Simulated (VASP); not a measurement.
Runs of VASP 6.6.1 on SnO2. The structure is trigonal, space group R-3m (No. 166). The conventional cell has a = 3.234 Å, b = 3.234 Å, c = 14.402 Å, α = 90.00°, β = 90.00°, γ = 120.00°. Within 2.8 Å of Sn (site symmetry -3m) lie 6 O at 2.13 Å. Within 2.8 Å of O (site symmetry 3m) lie 3 Sn at 2.13 Å and 3 O at 2.76 Å. 

```tsv
k mesh	gap on the mesh (eV)	pressure (GPa)	largest force (eV/Å)
4 × 4 × 4	1.87	-4.6	0.35
8 × 8 × 8	1.85	-4.6	0.35
10 × 10 × 10	(a)	-4.6	0.35
6 × 6 × 6	1.85	-4.6	0.35
```

Alike in all rows: task single point; level PBEsol; potentials or basis VASP PAW PBE potentials, release 64 (Sn_d, O); no spin polarisation; cell as given; cutoff (eV) 520; smearing gaussian 0.01 eV.

Question: Estimate the missing entries.

Answer: (a) 1.84.

Caveats: some runs use coarse meshes; the PAW data sets were made with another functional, which shifts forces and pressure a little; spin-orbit coupling is left out, which moves the levels of the heavy elements.

A k mesh can miss the band edges, and the runs leave out spin-orbit coupling on Sn.
